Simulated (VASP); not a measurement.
The system is Ga.

```
CELL_PARAMETERS angstrom
-2.66095 2.66095 1.45288
2.66095 -2.66095 1.45288
2.66095 2.66095 -1.45288
ATOMIC_POSITIONS crystal
Ga 0.00000 0.00000 0.00000
Ga 0.75000 0.25000 0.50000
```

```yaml
Program: VASP 6.6.1
Task: relaxation of cell and atoms
Functional: PBEsol
Potentials_or_basis: VASP PAW PBE potentials, release 64 (Ga_d)
Cutoff: 600 eV
k_mesh: 12 × 12 × 8
Occupations: fermi-dirac, width 0.1 eV
Spin: no spin polarisation
```

At the start: pressure -4.9 GPa; volume 20.57 Å³/atom.

Question: Where does the relaxation end?

Answer: Over 36 steps the energy falls by 67.9 meV/atom and the volume is 18.25 Å³/atom (-11.3 %); space group I4_1/amd (No. 141, to 0.1 Å) before, C2/c (No. 15, to 0.1 Å).

Step by step:
| step | energy change (eV) | largest force (eV/Å) | pressure (GPa) | volume (Å³) |
| --- | --- | --- | --- | --- |
| 1 | 0.0000 | 0.0005 | -4.90 | 41.15 |
| 2 | -0.0749 | 0.0114 | -1.15 | 37.52 |
| 3 | -0.0783 | 0.0156 | 0.22 | 36.63 |
| 4 | -0.0783 | 0.0152 | 0.01 | 36.72 |
| 5 | -0.0817 | 0.0253 | 0.07 | 36.69 |
| 6 | -0.0838 | 0.0364 | 0.10 | 36.65 |
| 7 | -0.0839 | 0.0381 | 0.09 | 36.64 |
| 8 | -0.0853 | 0.0402 | -0.12 | 36.71 |
| 9 | -0.0878 | 0.0425 | -0.25 | 36.81 |
| 10 | -0.0937 | 0.0461 | -0.66 | 37.01 |
| 11 | -0.1090 | 0.0596 | -1.03 | 37.36 |
| 12 | -0.1243 | 0.0231 | -2.06 | 37.91 |
| 13 | -0.1237 | 0.0325 | -1.81 | 37.83 |
| 14 | -0.1241 | 0.0276 | -1.99 | 37.86 |
| 15 | -0.1244 | 0.0269 | -2.00 | 37.86 |
| 16 | -0.1252 | 0.0222 | -1.96 | 37.84 |
| 17 | -0.1260 | 0.0153 | -1.82 | 37.79 |
| 18 | -0.1268 | 0.0170 | -1.72 | 37.73 |
| 19 | -0.1289 | 0.0165 | -1.54 | 37.54 |
| 20 | -0.1320 | 0.0160 | -0.98 | 37.15 |
| 21 | -0.1339 | 0.0151 | 0.29 | 36.38 |
| 22 | -0.1340 | 0.0135 | -0.31 | 36.56 |
| 23 | -0.1340 | 0.0150 | 0.19 | 36.47 |
| 24 | -0.1340 | 0.0139 | -0.02 | 36.51 |
| 25 | -0.1341 | 0.0138 | -0.02 | 36.51 |
| 26 | -0.1344 | 0.0128 | -0.11 | 36.50 |
| 27 | -0.1348 | 0.0104 | -0.04 | 36.48 |
| 28 | -0.1352 | 0.0064 | 0.18 | 36.45 |
| 29 | -0.1354 | 0.0041 | 0.28 | 36.48 |
| 30 | -0.1356 | 0.0039 | -0.10 | 36.57 |
| 31 | -0.1357 | 0.0054 | -0.35 | 36.54 |
| 32 | -0.1357 | 0.0098 | 0.19 | 36.45 |
| 33 | -0.1357 | 0.0080 | 0.26 | 36.48 |
| 34 | -0.1357 | 0.0066 | 0.07 | 36.51 |
| 35 | -0.1357 | 0.0068 | 0.08 | 36.50 |
| 36 | -0.1357 | 0.0069 | 0.04 | 36.50 |

Final structure:
```xyz
2
Lattice="-2.4793 2.2966 1.3671 2.2966 -2.4793 1.3671 2.9096 2.9096 -1.7094" Properties=species:S:1:pos:R:3 pbc="T T T"
Ga    0.4811    5.1554   -0.3424
Ga    0.1186    2.6082    0.5123
```

Caveat: the PAW data sets were made with another functional, which shifts forces and pressure a little.
